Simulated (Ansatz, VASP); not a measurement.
# Two plane-wave programs on Ag2O

INCAR

```
PREC     = Accurate       # precision mode
ENCUT    = 600            # plane-wave cutoff, eV
EDIFF    = 1E-6           # SCF threshold, eV
ISMEAR   = 0              # smearing method
SIGMA    = 0.1            # smearing width, eV
LREAL    = False          # projectors in reciprocal space
LASPH    = True           # aspherical terms in the spheres
NELM     = 120            # most SCF steps
ALGO     = Normal         # electronic algorithm
ISIF     = 2              # what is computed and relaxed
LWAVE    = False          # write WAVECAR
LCHARG   = True           # write CHGCAR
GGA      = PE             # functional
LELF     = True           # ELF
LVHAR    = True         
NBANDS   = 37             # bands
GGA_COMPAT= False
```

Contents of KPOINTS:

```
regular mesh
0
Gamma
  8 8 8
```

File POSCAR:

```
Ag2O
1.0
    4.8124857864      0.0000000000      0.0000000000
    0.0000000000      4.8124857864      0.0000000000
    0.0000000000      0.0000000000      4.8124857864
Ag O
4 2
Direct
    0.7500000000      0.7500000000      0.7500000000
    0.7500000000      0.2500000000      0.2500000000
    0.2500000000      0.2500000000      0.7500000000
    0.2500000000      0.7500000000      0.2500000000
    0.0000000000      0.0000000000      0.0000000000
    0.5000000000      0.5000000000      0.5000000000
```

Input for Ansatz:

```yaml
crystal:
  lattice:
    - [4.8124857864, 0.0, 0.0]
    - [0.0, 4.8124857864, 0.0]
    - [0.0, 0.0, 4.8124857864]
  atoms:
    - { symbol: Ag, position: [0.75, 0.75, 0.75] }
    - { symbol: Ag, position: [0.75, 0.25, 0.25] }
    - { symbol: Ag, position: [0.25, 0.25, 0.75] }
    - { symbol: Ag, position: [0.25, 0.75, 0.25] }
    - { symbol: O, position: [0.0, 0.0, 0.0] }
    - { symbol: O, position: [0.5, 0.5, 0.5] }
basis:
  ecutwfc: 420
kpoints:
  mp_grid: { grid: [8, 8, 8] }
  band_path:
    path:
      - [[0.0, 0.0, 0.0], [0.0, 0.5, 0.0], [0.5, 0.5, 0.0], [0.0, 0.0, 0.0], [0.5, 0.5, 0.5], [0.0, 0.5, 0.0]]
      - [[0.5, 0.5, 0.5], [0.5, 0.5, 0.0]]
    npoints: 14
hamiltonian:
  xc: pbe
scf:
  occupations: { method: gaussian, width: 0.1 }
  n_extra_bands: 15
output:
  forces: true
  stress: true
  eigenvalues: true
  populations: true
  dos: { projected: true, de: 0.02, nscf_kmesh: { grid: [10, 10, 10] } }
  bader: true
  write_density: true
  write_potential: true
  elf: true
  volumetric_format: npy
```

Alike in both runs: task single point; functional PBE; k mesh 8 × 8 × 8; occupations gaussian, width 0.1 eV; no spin polarisation.

```csv
,VASP,Ansatz
version,VASP 6.6.1,Ansatz 0.2.0
potentials or method,"VASP PAW PBE potentials, release 64 (Ag, O), cutoff 600 eV","scalar-relativistic, plane waves, PAW"
valence electrons in the cell,56,88
```

|  | VASP | Ansatz | Ansatz less VASP |
| --- | --- | --- | --- |
| gap on the k mesh at the Fermi level (eV) | none | none | - |
| pressure (GPa) | -0.2 | 0.0 | +0.15 |

A gap of «none» marks a metal or a gap that the smearing closes. VASP's potentials hold 56 valence electrons a cell and Ansatz's 88, so a difference there can come from the potentials and not from the codes.
